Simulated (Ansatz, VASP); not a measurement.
One calculation of PbS, two programs

```
Pb S
1.0
     2.16125    1.24780    3.31283
    -2.16125    1.24780    3.31283
     0.00000   -2.49560    3.31283
Pb S
1 1
Cartesian
  0.0000 0.0000 9.7214
  0.0000 0.0000 4.7451
```

Alike in both runs: task single point; functional r2SCAN; k mesh 9 × 9 × 9; occupations gaussian, width 0.05 eV; no spin polarisation.

|  | VASP | Ansatz |
| --- | --- | --- |
| version | VASP 6.6.1 | Ansatz 0.2.0 |
| potentials or method | VASP PAW PBE potentials, release 64 (Pb_d, S), cutoff 520 eV | scalar-relativistic, plane waves, PAW |
| valence electrons in the cell | 20 | 20 |

|  | VASP | Ansatz | Ansatz less VASP |
| --- | --- | --- | --- |
| pressure (GPa) | -0.4 | -0.4 | +0.03 |
| traceless stress, the component that is largest in VASP (GPa) | 1.57 | 1.57 | 0.000 |

VASP's potentials were made for PBE, not for r2SCAN. With one functional, cell and mesh, what is left measures potentials, basis and numerics.

Spin-orbit coupling is off throughout.
